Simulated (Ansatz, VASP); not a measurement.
# One calculation of Ge, two programs

Contents of INCAR:

```
SYSTEM = Ge
  ALGO = Normal
  EDIFF = 1E-6
  ENCUT = 520
  GGA = PE
  ISIF = 2
  ISMEAR = -1
  LASPH = .True.
  LCHARG = .False.
  LREAL = .False.
  LWAVE = .False.
  NBANDS = 21
  NELM = 80
  PREC = Accurate
  SIGMA = 0.05
```

The input KPOINTS:

```
k-points
0
Gamma
  10 10 10
  0 0 0
```

Contents of POSCAR:

```
Ge
1.0
    0.0000000000      2.7439069000      2.8287700000
    2.7439069000      0.0000000000      2.8287700000
    2.7439069000      2.7439069000      0.0000000000
Ge
2
Direct
    0.5000000000      0.5000000000      0.5000000000
    0.7500000000      0.7500000000      0.7500000000
```

Input for Ansatz:

```yaml
crystal:
  lattice:
    - [0.0, 2.7439069, 2.82877]
    - [2.7439069, 0.0, 2.82877]
    - [2.7439069, 2.7439069, 0.0]
  atoms:
    - { symbol: Ge, position: [0.5, 0.5, 0.5] }
    - { symbol: Ge, position: [0.75, 0.75, 0.75] }
kpoints:
  mp_grid: { grid: [10, 10, 10] }
  band_path:
    path:
      - [0.0, 0.0, 0.0]
      - [0.0, 0.5, 0.5]
      - [0.25, 0.75, 0.5]
      - [0.0, 0.5, 0.0]
      - [0.0, 0.0, 0.0]
      - [0.5, 0.5, 0.0]
      - [0.3676125, 0.6323875, 0.0]
      - [-0.3676125, 0.3676125, 0.0]
      - [0.0, 0.0, 0.0]
    npoints: 5
scf:
  occupations: { method: fermi_dirac, width: 0.05 }
hamiltonian:
  xc: pbe
  pseudopotentials: { kind: all_electron, lapw: { basis_error: 0.00025 } }
output:
  forces: true
  stress: true
  eigenvalues: true
```

Change from the starting cell: equal xx and yy strain of -3 %.

Alike in both runs: task single point; functional PBE; k mesh 10 × 10 × 10; occupations fermi-dirac, width 0.05 eV; no spin polarisation.

|  | VASP | Ansatz |
| --- | --- | --- |
| version | VASP 6.6.1 | Ansatz 0.2.0 |
| potentials or method | VASP PAW PBE potentials, release 64 (Ge_d), cutoff 520 eV | all-electron LAPW, scalar-relativistic |

```csv
,VASP,Ansatz,Ansatz less VASP
pressure (GPa),8.9,8.9,+0.06
"traceless stress, the component that is largest in VASP (GPa)",-1.60,-1.59,+0.008
```

Ansatz ran all-electron here, and VASP with PAW potentials.
